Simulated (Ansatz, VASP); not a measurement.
## WSe2: VASP beside Ansatz

```
W Se
1.0
     0.00000    3.10159    3.10159
     3.10159    0.00000    3.10159
     3.10159    3.10159    0.00000
W Se
1 2
Direct
  0.50000 0.50000 0.50000
  0.25000 0.25000 0.25000
  0.00000 0.00000 0.00000
```

Alike in both runs: functional PBE; k mesh 14 × 14 × 14; occupations gaussian, width 0.1 eV; no spin polarisation.

Ansatz relaxed the structure, and its values are those at the end. VASP's run is a single point on that final structure, the one shown.

```csv
,VASP,Ansatz
version,VASP 6.6.1,Ansatz 0.2.0
potentials or method,"VASP PAW PBE potentials, release 64 (W_sv, Se), cutoff 520 eV","scalar-relativistic, plane waves, PAW"
valence electrons in the cell,26,46
```

Ansatz gave:

```
gap on the k mesh at the Fermi level (eV) : none
pressure (GPa)                            : 0.0
```

Problem. Which values does VASP return?

Solution. gap on the k mesh at the Fermi level (eV): none; pressure (GPa): 0.1.

A gap of «none» marks a metal or a gap that the smearing closes. VASP's potentials hold 26 valence electrons a cell and Ansatz's 46, so a difference there can come from the potentials and not from the codes.

Neither program's run includes spin-orbit coupling.
